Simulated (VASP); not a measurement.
Input of a VASP 6.6.1 run:

File INCAR:

```
SYSTEM = AlN
PREC = Accurate
ENCUT = 520
EDIFF = 1E-6
ISMEAR = 0
SIGMA = 0.05
LREAL = .False.
LASPH = .True.
NELM = 100
ALGO = Normal
ISIF = 2
LWAVE = .False.
LCHARG = .False.
GGA = PE
NBANDS = 26
```

KPOINTS

```
regular mesh
0
Gamma
  8 8 3
  0 0 0
```

POSCAR

```
AlN
1.0
   -3.1110021516      0.0000000000      0.0000000000
   -1.5555010758     -2.6942068945      0.0000000000
   -4.2777835085     -2.4697794602      9.9560000000
Al N
4 4
Direct
   -0.4951342917     -0.4951342917      0.9037500000
   -0.0367842917     -0.0367842917      0.4037500000
    0.5257240417      0.5257240417      0.1537500000
    0.0673740417      0.0673740417      0.6537500000
    0.2451009583      0.2451009583      0.0962500000
   -0.2132490417     -0.2132490417      0.5962500000
    0.3492592917      0.3492592917      0.3462500000
   -0.1090907083     -0.1090907083      0.8462500000
```

Potentials or basis: VASP PAW PBE potentials, release 64 (Al, N).

Run with:

```sh
$ cat potpaw_PBE.64/Al/POTCAR potpaw_PBE.64/N/POTCAR > POTCAR
$ mpirun -np 1 vasp_std > vasp.out
```

**Question.** What does it give for the largest force?

**Answer.** 0.939 eV/Å.

**Question.** Estimate the band gap on the k mesh.

**Answer.** 3.96 eV, direct.

**Question.** Estimate the pressure.

**Answer.** 3.5 GPa.

Forces on the atoms (eV/Å):
```
Al   0.781  0.451  0.262
Al  -0.011 -0.006  0.159
Al  -0.234 -0.135  0.452
Al   0.022  0.013  0.154
N   -0.608 -0.351 -0.446
N   -0.003 -0.002 -0.170
N   -0.016 -0.009 -0.162
N    0.068  0.039 -0.250
```

A k mesh can miss the band edges. As with any semilocal functional, this PBE gap is likely too small.
